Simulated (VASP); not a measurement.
The system is BAs.

```
As B
1.0
     0.00000    2.38850    2.38850
     2.38850    0.00000    2.38850
     2.38850    2.38850    0.00000
As B
1 1
Cartesian
  3.5827 3.5827 3.5827
  0.0000 0.0000 0.0000
```

| Property | Result |
| --- | --- |
| Program | VASP 6.6.1 |
| Task | relaxation of cell and atoms |
| Functional | PBE |
| Potentials or basis | VASP PAW PBE potentials, release 64 (As, B) |
| Cutoff | 600 eV |
| k mesh | 7 × 7 × 7 |
| Occupations | fermi-dirac, width 0.05 eV |
| Spin | no spin polarisation |

At the start: pressure 3.4 GPa; volume 13.63 Å³/atom.

**Question.** How do energy, volume and symmetry change on relaxing?

**Answer.** Over 3 steps the energy falls by 3.6 meV/atom and the volume is 13.97 Å³/atom (+2.5 %); space group F-43m (No. 216, to 0.05 Å).

Step by step:
```csv
step,energy change (eV),largest force (eV/Å),pressure (GPa),volume (Å³)
1,0.0000,0.0000,3.43,27.25
2,-0.0037,0.0000,-2.19,28.42
3,-0.0071,0.0000,0.01,27.93
```

Final structure:
```
As B
1.0
     0.00000    2.40819    2.40819
     2.40819    0.00000    2.40819
     2.40819    2.40819    0.00000
As B
1 1
Direct
  0.75000 0.75000 0.75000
  0.00000 0.00000 0.00000
```
